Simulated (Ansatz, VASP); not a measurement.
## One calculation of HfO2, two programs

File INCAR:

```
SYSTEM = HfO2
PREC     = Accurate       ! precision mode
ENCUT    = 520            ! plane-wave cutoff, eV
EDIFF    = 1E-6           ! SCF threshold, eV
ISMEAR   = 0              ! smearing method
SIGMA    = 0.05           ! smearing width, eV
LREAL    = .FALSE.        ! projectors in reciprocal space
LASPH    = .TRUE.         ! aspherical terms in the spheres
NELM     = 80             ! most SCF steps
ALGO     = Normal         ! electronic algorithm
ISIF     = 2              ! what is computed and relaxed
LWAVE    = .FALSE.        ! write WAVECAR
LCHARG   = .FALSE.        ! write CHGCAR
GGA      = PE             ! functional
NBANDS   = 31             ! bands
```

The input KPOINTS:

```
regular mesh
0
G
  6 6 4
  0 0 0
```

POSCAR

```
HfO2
1.0
    3.6043047840      0.0000000000      0.0000000000
    0.0000000000      3.6043047840      0.0000000000
    0.0000000000      0.0000000000      5.2639672632
Hf O
2 4
Direct
    0.5000000000      0.5000000000      0.5000000000
    0.0000000000      0.0000000000      0.0000000000
   -0.0193288665      0.5000000000      0.6857814069
    0.5000000000      0.0000000000      0.8067479052
    0.5000000000      0.0000000000      0.3067479052
    0.0000000000      0.5000000000      0.1932520948
```

Input for Ansatz:

```yaml
crystal:
  lattice:
    - [3.604304784, 0.0, 0.0]
    - [0.0, 3.604304784, 0.0]
    - [0.0, 0.0, 5.2639672632]
  atoms:
    - { symbol: Hf, position: [0.5, 0.5, 0.5] }
    - { symbol: Hf, position: [0.0, 0.0, 0.0] }
    - { symbol: O, position: [-0.0193288665, 0.5, 0.6857814069] }
    - { symbol: O, position: [0.5, 0.0, 0.8067479052] }
    - { symbol: O, position: [0.5, 0.0, 0.3067479052] }
    - { symbol: O, position: [0.0, 0.5, 0.1932520948] }
basis:
  ecutwfc: 420
kpoints:
  mp_grid: { grid: [6, 6, 4] }
hamiltonian:
  xc: pbe
scf:
  occupations: { method: gaussian, width: 0.05 }
output:
  forces: true
  stress: true
  eigenvalues: true
```

Alike in both runs: task single point; functional PBE; k mesh 6 × 6 × 4; occupations gaussian, width 0.05 eV; no spin polarisation.

|  | VASP | Ansatz |
| --- | --- | --- |
| version | VASP 6.6.1 | Ansatz 0.2.0 |
| potentials or method | VASP PAW PBE potentials, release 64 (Hf_pv, O), cutoff 520 eV | scalar-relativistic, plane waves, PAW |
| valence electrons in the cell | 44 | 76 |

|  | VASP | Ansatz | Ansatz less VASP |
| --- | --- | --- | --- |
| gap on the k mesh at the Fermi level (eV) | 4.66 | 4.68 | +0.024 |
| least direct gap on the mesh (eV) | 4.72 | 4.74 | +0.019 |
| pressure (GPa) | -2.2 | 1.0 | +3.12 |
| traceless stress, the component that is largest in VASP (GPa) | 1.54 | 1.61 | +0.069 |
| rms of the force components (eV/Å) | 0.420 | 0.426 | +0.0051 |

Atom by atom the forces differ by 0.024 eV/Å (rms over components). The functional is the same, so the differences come from potentials, cutoffs and numerics. VASP's potentials hold 44 valence electrons a cell and Ansatz's 76, so a difference there can come from the potentials and not from the codes.

Spin-orbit coupling is off throughout.
